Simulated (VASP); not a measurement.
Set up this calculation in VASP 6.6.1, as the native input.

```
Task                   : single point
Functional             : PBE
Dispersion             : D3(BJ)
Potentials or basis    : VASP PAW PBE potentials, release 64 (I, Cu)
Cutoff                 : 520 eV
k mesh                 : 8 × 8 × 8
Occupations            : gaussian, width 0.01 eV
Spin                   : no spin polarisation
Hubbard terms          : Cu d U = 3.5 eV
Dipole correction      : no
Further INCAR settings : ALGO = Normal; EDIFF = 1e-06; NBANDS = 16
```

The structure of CuI (Marshite) lies in POSCAR:

```
CuI
1.0
    0.0000000000      3.0713927327      3.0713927327
    3.0713927327      0.0000000000      3.0713927327
    3.0713927327      3.0713927327      0.0000000000
I Cu
1 1
Direct
    0.0000000000      0.0000000000      0.0000000000
    0.7500000000      0.7500000000      0.7500000000
```

This cell differs from its parent crystal: volume scaled by 1.04.

The input as run:

INCAR

```
SYSTEM = CuI
  PREC = Accurate
  ENCUT = 520
  EDIFF = 1E-6
  ISMEAR = 0
  SIGMA = 0.01
  LREAL = .False.
  LASPH = .True.
  NELM = 150
  ALGO = Normal
  ISIF = 2
  LWAVE = .False.
  LCHARG = .True.
  LMAXMIX = 4
  LDAU = .True.
  LDAUTYPE = 2
  LDAUL = -1 2
  LDAUU = 0 3.5
  LDAUJ = 0 0
  LDAUPRINT = 1
  GGA = PE
  IVDW = 12
  LELF = .True.
  LVHAR = .True.
  NBANDS = 16
```

KPOINTS

```
Automatic mesh
0
Gamma
  8 8 8
  0 0 0
```

Potentials or basis: VASP PAW PBE potentials, release 64 (I, Cu).

Command:

```sh
$ cat potpaw_PBE.64/I/POTCAR potpaw_PBE.64/Cu/POTCAR > POTCAR
$ mpirun -np 1 vasp_std > vasp.out
```

Results of the run:

The pressure is -2.6 GPa, the band gap on the k mesh is 1.61 eV, direct and the dispersion energy per atom is -0.327 eV.

Caveat: spin-orbit coupling is left out, which moves the levels of the heavy elements.

It took 22 s on 1 thread of Intel Xeon 6975P-C, on a shared host, peak memory 0.19 GiB.
